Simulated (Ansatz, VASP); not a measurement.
## Si in VASP and in Ansatz

The input POSCAR:

```
Si
1.0
    4.5462765152      0.0000000000      0.0000000000
   -2.2731382576      3.9371909548      0.0000000000
    0.0000000000      0.0000000000      2.6062629933
Si
3
Direct
    0.0000000000      0.0000000000      0.0000000000
    0.3333333333      0.6666666667      0.5000000000
    0.6666666667      0.3333333333      0.5000000000
```

File INCAR.step1:

```
ALGO     = Normal         # electronic algorithm
EDIFF    = 1E-5           # SCF threshold, eV
ENCUT    = 550            # plane-wave cutoff, eV
GGA      = PE             # functional
GGA_COMPAT= False        
ISMEAR   = -1             # smearing method
LASPH    = True           # aspherical terms in the spheres
LCHARG   = False          # write CHGCAR
LREAL    = False          # projectors in reciprocal space
LWAVE    = True           # write WAVECAR
NBANDS   = 13             # bands
NELM     = 120            # most SCF steps
PREC     = Accurate       # precision mode
SIGMA    = 0.1            # smearing width, eV
```

File INCAR.step2:

```
ALGO     = Normal         # electronic algorithm
EDIFF    = 1E-6           # SCF threshold, eV
ENCUT    = 550            # plane-wave cutoff, eV
GGA_COMPAT= False        
ISIF     = 2              # what is computed and relaxed
ISMEAR   = -1             # smearing method
ISTART   = 1            
LASPH    = True           # aspherical terms in the spheres
LCHARG   = False          # write CHGCAR
LMIXTAU  = True         
LREAL    = False          # projectors in reciprocal space
LWAVE    = False          # write WAVECAR
METAGGA  = R2SCAN         # meta-GGA
NBANDS   = 13             # bands
NELM     = 120            # most SCF steps
PREC     = Accurate       # precision mode
SIGMA    = 0.1            # smearing width, eV
```

File KPOINTS:

```
k-points
0
Gamma
  9 9 14
```

Input for Ansatz:

```yaml
crystal:
  lattice:
    - [4.5462765152, 0.0, 0.0]
    - [-2.2731382576, 3.9371909548, 0.0]
    - [0.0, 0.0, 2.6062629933]
  atoms:
    - { symbol: Si, position: [0.0, 0.0, 0.0] }
    - { symbol: Si, position: [0.3333333333, 0.6666666667, 0.5] }
    - { symbol: Si, position: [0.6666666667, 0.3333333333, 0.5] }
hamiltonian:
  xc: r2scan
  pseudopotentials:
    kind: paw
    azcp:
      Si: "pseudopotentials/Si.paw.azcp"
basis:
  ecutwfc: 500
  fft_grid_basis: typed
kpoints:
  mp_grid: { grid: [9, 9, 14], shift: [0, 0, 0] }
magnetization:
  spin_polarized: false
scf:
  occupations: { method: fermi_dirac, width: 0.1 }
  lower_state_search: "off"
output:
  stress: true
  write_density: true
  write_potential: true
  elf: true
  volumetric_format: npy
```

Alike in both runs: task single point; functional r2SCAN; k mesh 9 × 9 × 14; occupations fermi-dirac, width 0.1 eV; no spin polarisation.

|  | VASP | Ansatz |
| --- | --- | --- |
| version | VASP 6.6.1 | Ansatz 0.2.0 |
| potentials or method | VASP PAW PBE potentials, release 64 (Si), cutoff 550 eV | plane waves (500 eV) with PAW, scalar-relativistic |
| valence electrons in the cell | 12 | 12 |

```tsv
	VASP	Ansatz	Ansatz less VASP
pressure (GPa)	-6.1	-6.1	-0.01
traceless stress, the component that is largest in VASP (GPa)	0.88	0.92	+0.036
```

VASP's potentials were made for PBE, not for r2SCAN.
